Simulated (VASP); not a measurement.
Input of a VASP 6.6.1 run:

POSCAR

```
ZnSe
1.0
    4.1077020000      0.0000000000      0.0000000000
    0.0000000000      4.1077020000      0.0000000000
    0.0000000000      0.0000000000      6.0703500000
Se Zn
2 2
Direct
    0.5000000000      0.0000000000      0.7537200000
    0.0000000000      0.5000000000      0.2462800000
    0.5000000000      0.5000000000      0.0000000000
    0.0000000000      0.0000000000      0.0000000000
```

INCAR.step1

```
ALGO = Normal
EDIFF = 1E-5
ENCUT = 520
GGA = PE
ISIF = 2
ISMEAR = -1
LASPH = True
LREAL = False
LWAVE = True
NBANDS = 26
NELM = 60
PREC = Accurate
SIGMA = 0.05
```

The input INCAR.step2:

```
AEXX = 0.1
ALGO = Normal
EDIFF = 1E-6
ENCUT = 520
GGA = PE
HFSCREEN = 0.2
ISIF = 2
ISMEAR = -1
ISTART = 1
LASPH = True
LCHARG = True
LELF = True
LHFCALC = True
LREAL = False
LVHAR = True
LWAVE = False
NBANDS = 26
NELM = 60
PREC = Accurate
PRECFOCK = Normal
SIGMA = 0.05
```

The input KPOINTS:

```
k-points
0
Gamma
  4 4 3
```

Potentials or basis: VASP PAW PBE potentials, release 64 (Se, Zn).

Run with:

```console
$ cat potpaw_PBE.64/Se/POTCAR potpaw_PBE.64/Zn/POTCAR > POTCAR
$ cp INCAR.step1 INCAR
$ mpirun -np 1 vasp_std > vasp.out
$ cp INCAR.step2 INCAR
$ mpirun -np 1 vasp_std > vasp.out
```

Problem. Predict the band gap on the k mesh.

Solution. 2.35 eV.

Problem. What does it give for the pressure?

Solution. -0.4 GPa.

Problem. Estimate the largest force.

Solution. 0.190 eV/Å.

Stress tensor (GPa, compression positive):
```
-0.18  0.00  0.00
 0.00 -0.18  0.00
 0.00  0.00 -0.71
```

Caveat: the PAW data sets were made with another functional, which shifts forces and pressure a little. A k mesh can miss the band edges.
